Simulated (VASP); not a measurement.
Set up this calculation in VASP 6.6.1, as the native input.

```yaml
Task: single point
Functional: r2SCAN
Potentials_or_basis: VASP PAW PBE potentials, release 64 (Be, S)
Cutoff: 520 eV
k_mesh: 6 × 6 × 6
Occupations: gaussian, width 0.01 eV
Spin: no spin polarisation
Dipole_correction: no
Further_INCAR_settings: ALGO = Normal; EDIFF = 1e-06; NBANDS = 11
```

BeS:

```
Be S
1.0
     0.00000    2.43431    2.43431
     2.43431    0.00000    2.43431
     2.43431    2.43431    0.00000
Be S
1 1
Direct
  0.00000 0.00000 0.00000
  0.25000 0.25000 0.25000
```

One way to write it, as run:

POSCAR

```
BeS
1.0
    0.0000000000      2.4343066372      2.4343066372
    2.4343066372      0.0000000000      2.4343066372
    2.4343066372      2.4343066372      0.0000000000
Be S
1 1
Direct
    0.0000000000      0.0000000000      0.0000000000
    0.2500000000      0.2500000000      0.2500000000
```

INCAR.step1

```
SYSTEM = BeS
  PREC = Accurate
  ENCUT = 520
  ISMEAR = 0
  SIGMA = 0.01
  LREAL = .False.
  LASPH = .True.
  NELM = 80
  NBANDS = 11
  GGA = PE
  ALGO = Normal
  EDIFF = 1E-4
  LWAVE = .True.
  LCHARG = .False.
```

INCAR.step2

```
SYSTEM = BeS
  PREC = Accurate
  ENCUT = 520
  EDIFF = 1E-6
  ISMEAR = 0
  SIGMA = 0.01
  LREAL = .False.
  LASPH = .True.
  NELM = 80
  ALGO = Normal
  ISIF = 2
  LWAVE = .False.
  LCHARG = .False.
  METAGGA = R2SCAN
  LMIXTAU = .True.
  NBANDS = 11
  ISTART = 1
```

KPOINTS

```
regular mesh
0
Gamma
  6 6 6
  0 0 0
```

Potentials or basis: VASP PAW PBE potentials, release 64 (Be, S).

The run is started by

```sh
$ cat potpaw_PBE.64/Be/POTCAR potpaw_PBE.64/S/POTCAR > POTCAR
$ cp INCAR.step1 INCAR
$ mpirun -np 1 vasp_std > vasp.out
$ cp INCAR.step2 INCAR
$ mpirun -np 1 vasp_std > vasp.out
```

Results of the run:

```json
{"Pressure": "0.3 GPa", "Band gap on the k mesh": "3.60 eV, indirect (least direct gap 6.26 eV)"}
```

Caveat: the PAW data sets were made with another functional, which shifts forces and pressure a little.

Wall time 42 s on 1 thread of Intel(R) Xeon(R) Platinum 8259CL CPU @ 2.50GHz (Skylake/Cascade Lake), with other jobs on the host, peak memory 0.15 GiB.
